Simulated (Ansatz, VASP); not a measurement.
**AlGa5As6 in VASP and in Ansatz**

The input INCAR:

```
SYSTEM = AlGa5As6
PREC = Accurate
ENCUT = 520
EDIFF = 1E-7
ISMEAR = 0
SIGMA = 0.1
LREAL = .FALSE.
LASPH = .TRUE.
NELM = 100
ALGO = Normal
ISIF = 2
LWAVE = .FALSE.
LCHARG = .TRUE.
GGA = PE
LELF = .TRUE.
LVHAR = .TRUE.
NBANDS = 61
```

KPOINTS

```
Automatic mesh
0
G
  6 6 1
  0 0 0
```

Contents of POSCAR:

```
AlGa5As6
1.0
    4.0601482146      0.0000000000      0.0000000000
   -2.0300741073      3.5161914970      0.0000000000
    0.0000000000      0.0000000000     19.8904800034
Al Ga As
1 5 6
Direct
    0.0000000000      0.0000000000      0.0002007959
    0.3333333333      0.6666666667      0.8333691044
    0.6666666667      0.3333333333      0.6667886647
    0.0000000000      1.0000000000      0.5000176415
    0.3333333333      0.6666666667      0.3332359899
    0.6666666667      0.3333333333      0.1664142926
    1.0000000000      0.0000000000      0.8754084942
    0.3333333333      0.6666666667      0.7084649253
    0.6666666667      0.3333333333      0.5417565607
    0.0000000000      0.0000000000      0.3749821869
    0.3333333333      0.6666666667      0.2082375857
    0.6666666667      0.3333333333      0.0411237582
```

Input for Ansatz:

```yaml
crystal:
  lattice:
    - [4.0601482146, 0.0, 0.0]
    - [-2.0300741073, 3.516191497, 0.0]
    - [0.0, 0.0, 19.8904800034]
  atoms:
    - { symbol: Al, position: [0.0, 0.0, 0.0002007959] }
    - { symbol: Ga, position: [0.3333333333, 0.6666666667, 0.8333691044] }
    - { symbol: Ga, position: [0.6666666667, 0.3333333333, 0.6667886647] }
    - { symbol: Ga, position: [0.0, 1.0, 0.5000176415] }
    - { symbol: Ga, position: [0.3333333333, 0.6666666667, 0.3332359899] }
    - { symbol: Ga, position: [0.6666666667, 0.3333333333, 0.1664142926] }
    - { symbol: As, position: [1.0, 0.0, 0.8754084942] }
    - { symbol: As, position: [0.3333333333, 0.6666666667, 0.7084649253] }
    - { symbol: As, position: [0.6666666667, 0.3333333333, 0.5417565607] }
    - { symbol: As, position: [0.0, 0.0, 0.3749821869] }
    - { symbol: As, position: [0.3333333333, 0.6666666667, 0.2082375857] }
    - { symbol: As, position: [0.6666666667, 0.3333333333, 0.0411237582] }
basis:
  ecutwfc: 420
kpoints:
  mp_grid: { grid: [6, 6, 1] }
hamiltonian:
  xc: pbe
scf:
  occupations: { method: gaussian, width: 0.1 }
  lower_state_search: "off"
output:
  forces: true
  stress: true
  eigenvalues: true
```

Alike in both runs: task single point; functional PBE; k mesh 6 × 6 × 1; occupations gaussian, width 0.1 eV; no spin polarisation.

```csv
,VASP,Ansatz
version,VASP 6.6.1,Ansatz 0.2.0
potentials or method,"VASP PAW PBE potentials, release 64 (Al, Ga_d, As), cutoff 520 eV","scalar-relativistic, plane waves, PAW"
valence electrons in the cell,98,158
```

```tsv
	VASP	Ansatz	Ansatz less VASP
gap on the k mesh at the Fermi level (eV)	0.34	0.34	-0.002
least direct gap on the mesh (eV)	0.34	0.34	-0.002
pressure (GPa)	0.1	0.0	-0.17
traceless stress, the component that is largest in VASP (GPa)	-0.14	-0.14	+0.001
```

VASP's potentials hold 98 valence electrons a cell and Ansatz's 158, so a difference there can come from the potentials and not from the codes.
